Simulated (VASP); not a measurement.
Input of a VASP 6.6.1 run:

The input POSCAR:

```
LiF
1.0
    0.0000000000      1.9948717406      1.9948717406
    1.9948717406      0.0000000000      1.9948717406
    1.9948717406      1.9948717406      0.0000000000
Li F
1 1
Direct
    0.0000000000      0.0000000000      0.0000000000
    0.5000000000      0.5000000000      0.5000000000
```

File INCAR.step1:

```
SYSTEM = LiF
PREC = Accurate ; ENCUT = 520
ISMEAR = 0 ; SIGMA = 0.01
LREAL = .FALSE. ; LASPH = .TRUE.
NELM = 80 ; NBANDS = 12
GGA = PE ; ALGO = Normal
EDIFF = 1E-4 ; LWAVE = .TRUE.
LCHARG = .FALSE.
```

File INCAR.step2:

```
SYSTEM = LiF
PREC = Accurate ; ENCUT = 520
EDIFF = 1E-6 ; ISMEAR = 0
SIGMA = 0.01 ; LREAL = .FALSE.
LASPH = .TRUE. ; NELM = 80
ALGO = Normal ; ISIF = 2
LWAVE = .FALSE. ; LCHARG = .FALSE.
METAGGA = R2SCAN ; LMIXTAU = .TRUE.
NBANDS = 12 ; ISTART = 1
```

The input KPOINTS:

```
Automatic mesh
0
G
  8 8 8
  0 0 0
```

Potentials or basis: VASP PAW PBE potentials, release 64 (Li_sv, F).

Run with:

```bash
$ cat potpaw_PBE.64/Li_sv/POTCAR potpaw_PBE.64/F/POTCAR > POTCAR
$ cp INCAR.step1 INCAR
$ mpirun -np 1 vasp_std > vasp.out
$ cp INCAR.step2 INCAR
$ mpirun -np 1 vasp_std > vasp.out
```

Task: Estimate the band gap on the k mesh.

Result: 10.55 eV, direct.

 A k mesh can miss the band edges.
